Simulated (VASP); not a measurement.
**BN: single point with PBE**

BN:

```
B N
1.0
     2.51218    0.00000    0.00000
    -1.25609    2.17561    0.00000
     0.00000    0.00000    8.51056
B N
2 2
Direct
  0.33333 0.66667 0.25000
  0.66667 0.33333 0.75000
  0.33333 0.66667 0.75000
  0.66667 0.33333 0.25000
```

This cell differs from its parent crystal: strain +0.0200 x Voigt [0, 0, 1, 0, 0, 0].

```yaml
Program: VASP 6.6.1
Task: single point
Functional: PBE
Potentials_or_basis: VASP PAW PBE potentials, release 64 (B, N)
Cutoff: 520 eV
k_mesh: 12 × 12 × 4
Occupations: gaussian, width 0.05 eV
Spin: no spin polarisation
Dipole_correction: no
Further_INCAR_settings: ALGO = Normal; EDIFF = 1e-07; NBANDS = 16
```

| Item | Value |
| --- | --- |
| Pressure | 0.0 GPa |
| Band gap on the k mesh | 4.36 eV, indirect (least direct gap 4.66 eV) |

Stress tensor (GPa, compression positive):
```
 0.12  0.00  0.00
 0.00  0.12  0.00
 0.00  0.00 -0.11
```

Levels at points of the mesh, in eV from the valence-band top:
```tsv
k point	band 6	band 7	band 8	band 9	band 10	band 11
(0.00, 0.00, 0.00)	-1.35	-1.35	-1.35	4.36	7.58	9.84
(0.50, 0.00, 0.00)	-4.12	-1.00	-0.80	4.60	4.99	9.43
(0.00, 0.00, 0.50)	-1.35	-1.35	-1.35	5.58	5.58	11.49
(0.50, 0.00, 0.50)	-4.12	-0.90	-0.90	4.77	4.77	9.69
```

Run time: 20 s on 1 thread of Intel(R) Xeon(R) Platinum 8559C (Emerald Rapids), with other jobs on the host, peak memory 0.17 GiB.

Caveat: the cell differs from its parent crystal (strain +0.0200 x Voigt [0, 0, 1, 0, 0, 0]); this functional lacks dispersion, which binds the layers, so the pressure and a relaxed spacing across them are unreliable. A k mesh can miss the band edges.
